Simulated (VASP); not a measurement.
Crystal: LaMgO3.

```
La Mg O
1.0
     3.94579    0.00000    0.00000
     0.00000    3.94579    0.00000
     0.00000    0.00000    3.94579
La Mg O
1 1 3
Cartesian
  0.0000 0.0000 0.0000
  1.9729 1.9729 1.9729
  1.9729 1.9729 0.0000
  1.9729 0.0000 1.9729
  0.0000 1.9729 1.9729
```

```yaml
Program: VASP 6.6.1
Task: relaxation of cell and atoms
Functional: LDA
Potentials_or_basis: VASP PAW LDA potentials, release 64 (La, Mg, O)
Cutoff: 600 eV
k_mesh: 7 × 7 × 7
Occupations: fermi-dirac, width 0.1 eV
Spin: no spin polarisation
```

At the start: pressure -11.3 GPa; volume 12.29 Å³/atom.

Q: Where does the relaxation end?

A: Over 3 steps the energy falls by 36.0 meV/atom and the volume is 11.34 Å³/atom (-7.7 %); space group Pm-3m (No. 221, to 0.05 Å).

The path:
| step | energy change (eV) | largest force (eV/Å) | pressure (GPa) | volume (Å³) |
| --- | --- | --- | --- | --- |
| 1 | 0.0000 | 0.0000 | -11.26 | 61.43 |
| 2 | -0.1130 | 0.0000 | 8.62 | 54.07 |
| 3 | -0.1799 | 0.0000 | -0.05 | 56.68 |

Final structure:
```yaml
crystal:
  lattice:
    - [3.84127, 0.00000, 0.00000]
    - [0.00000, 3.84127, 0.00000]
    - [0.00000, 0.00000, 3.84127]
  atoms:
    - { symbol: La, position: [0.00000, 0.00000, 0.00000] }
    - { symbol: Mg, position: [0.50000, 0.50000, 0.50000] }
    - { symbol: O, position: [0.50000, 0.50000, 0.00000] }
    - { symbol: O, position: [0.50000, 0.00000, 0.50000] }
    - { symbol: O, position: [0.00000, 0.50000, 0.50000] }
```

Caveat: an odd number of electrons without spin polarisation forces a metal; a magnetic or distorted state may lie lower.
